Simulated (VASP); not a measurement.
Runs of VASP 6.6.1 on C. The structure is that of space group P2_1/m (No. 11), or close to it. The cells are those of the table. 

```tsv
cell	gap on the mesh (eV)	pressure (GPa)	largest force (eV/Å)
a = 2.574, b = 2.488, c = 7.246 Å, angles 90.0, 90.0, 121.1°, 4 atoms	0.31	-15.0	0.38
a = 2.401, b = 2.445, c = 7.246 Å, angles 90.0, 90.0, 119.4°, 4 atoms	(a)	10.5	0.34
a = 2.516, b = 2.473, c = 7.246 Å, angles 90.0, 90.0, 120.6°, 4 atoms	(b)	-7.8	0.23
a = 2.287, b = 2.417, c = 7.246 Å, angles 90.0, 90.0, 118.2°, 4 atoms	0.48	35.1	1.49
```

Alike in all rows: task single point; level PBEsol; potentials or basis VASP PAW PBE potentials, release 64 (C); no spin polarisation; k mesh 18 × 18 × 6; cutoff (eV) 520; smearing gaussian 0.15 eV.

Problem. Fill in the values left out.

Solution. (a) 0.18; (b) 0.15.

Caveats: the PAW data sets were made with another functional, which shifts forces and pressure a little; this functional lacks dispersion, which binds the layers, so the pressure and a relaxed spacing across them are unreliable.

A k mesh can miss the band edges.
